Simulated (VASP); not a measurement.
## KBr: single point with PBE-based screened hybrid with 25 % exact exchange

The system is KBr.

```
CELL_PARAMETERS angstrom
0.00000 3.25540 3.25540
3.25540 0.00000 3.25540
3.25540 3.25540 0.00000
ATOMIC_POSITIONS crystal
Br 0.50000 0.50000 0.50000
K 0.00000 0.00000 0.00000
```

* Program: VASP 6.6.1
* Task: single point
* Functional: PBE-based screened hybrid with 25 % exact exchange
* Potentials or basis: VASP PAW PBE potentials, release 64 (Br, K_sv)
* Cutoff: 520 eV
* k mesh: 4 × 4 × 4
* Occupations: gaussian, width 0.1 eV
* Spin: no spin polarisation

The pressure is 1.2 GPa and the band gap on the k mesh is 5.49 eV.

Levels at points of the mesh, in eV from the valence-band top:
```csv
k point,band 6,band 7,band 8,band 9,band 10,band 11
"(0.00, 0.00, 0.00)",0.00,0.00,0.00,5.49,8.72,8.72
"(0.50, 0.00, 0.00)",-1.30,-0.37,-0.37,7.61,9.50,11.23
"(0.50, 0.50, 0.00)",-0.90,-0.32,-0.32,6.78,8.40,10.77
```

Run time: 14 min on 1 thread of Intel Xeon 8259CL, on a shared host, peak memory 0.32 GiB.

Caveat: the PAW data sets were made with another functional, which shifts forces and pressure a little.
